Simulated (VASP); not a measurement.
Set up this calculation in VASP 6.6.1, as the native input.

```yaml
Task: relaxation of cell and atoms
Functional: r2SCAN
Dispersion: D4
Potentials_or_basis: VASP PAW PBE potentials, release 64 (Al)
Cutoff: 600 eV
k_mesh: 7 × 7 × 2
Occupations: fermi-dirac, width 0.2 eV
Spin: no spin polarisation
Target_pressure: 1 GPa
Dipole_correction: no
Further_INCAR_settings: ALGO = Normal; EDIFF = 1e-06; IBRION = 2; EDIFFG = -0.01; NSW = 100; ISIF = 3
```

The system is Al.

```xyz
4
Lattice="2.8271 0.0000 0.0000 -1.4135 2.4483 0.0000 0.0000 0.0000 9.1860" Properties=species:S:1:pos:R:3 pbc="T T T"
Al    0.0000    0.0000    0.0000
Al    0.0000    0.0000    4.5930
Al    0.0000    1.6322    2.2965
Al    1.4135    0.8161    6.8895
```

The input as run:

POSCAR

```
Al
1.0
    2.8270770000      0.0000000000      0.0000000000
   -1.4135385000      2.4483205005      0.0000000000
    0.0000000000      0.0000000000      9.1859930000
Al
4
Direct
    0.0000000000      0.0000000000      0.0000000000
    0.0000000000      0.0000000000      0.5000000000
    0.3333333333      0.6666666667      0.2500000000
    0.6666666667      0.3333333333      0.7500000000
```

INCAR.step1

```
  ALGO = Normal
  EDIFF = 1E-4
  ENCUT = 600
  GGA = PE
  ISMEAR = -1
  LASPH = True
  LCHARG = False
  LREAL = False
  LWAVE = True
  NELM = 60
  PREC = Accurate
  SIGMA = 0.2
```

INCAR.step2

```
  ALGO = Normal
  EDIFF = 1E-6
  EDIFFG = -0.01
  ENCUT = 600
  IBRION = 2
  ISIF = 3
  ISMEAR = -1
  ISTART = 1
  IVDW = 13
  LASPH = True
  LCHARG = False
  LMIXTAU = True
  LREAL = False
  LWAVE = False
  METAGGA = R2SCAN
  NELM = 60
  NSW = 100
  PREC = Accurate
  PSTRESS = 10.0
  SIGMA = 0.2
  VDW_A1 = 0.51559235
  VDW_A2 = 5.77342911
  VDW_S6 = 1.0
  VDW_S8 = 0.6018749
```

KPOINTS

```
k-points
0
Gamma
  7 7 2
```

Potentials or basis: VASP PAW PBE potentials, release 64 (Al).

Run with:

```bash
$ cat potpaw_PBE.64/Al/POTCAR > POTCAR
$ cp INCAR.step1 INCAR
$ mpirun -np 1 vasp_std > vasp.out
$ cp INCAR.step2 INCAR
$ mpirun -np 1 vasp_std > vasp.out
```

Results of the run:

```
Relaxed volume                                         : 15.65 Å³/atom
Relaxed cell                                           : a = 2.816 Å, b = 2.816 Å, c = 9.118 Å, α = 90.00°, β = 90.00°, γ = 120.00°
Space group after relaxing (to 0.05 Å)                 : P6_3/mmc (No. 194)
Energy change on relaxing (the enthalpy is what falls) : +0.2 meV/atom
Ionic steps                                            : 6
Pressure after relaxing                                : 1.0 GPa
Band gap on the k mesh                                 : zero (band 6 reaches 12.86 eV, above the bottom of band 7 at 7.33 eV)
Dispersion energy per atom                             : -0.124 eV
```

Caveat: the k points lie up to 0.37 Å⁻¹ apart in the final cell; the cell is relaxed towards a set pressure, so the enthalpy falls and the energy may rise; the PAW data sets were made with another functional, which shifts forces and pressure a little; pairwise dispersion overbinds metals, which lowers pressure and volume.

Run time: 3.4 min on 1 thread of AMD EPYC 7R13 Processor (Zen 3), with other jobs on the host, peak memory 0.18 GiB.
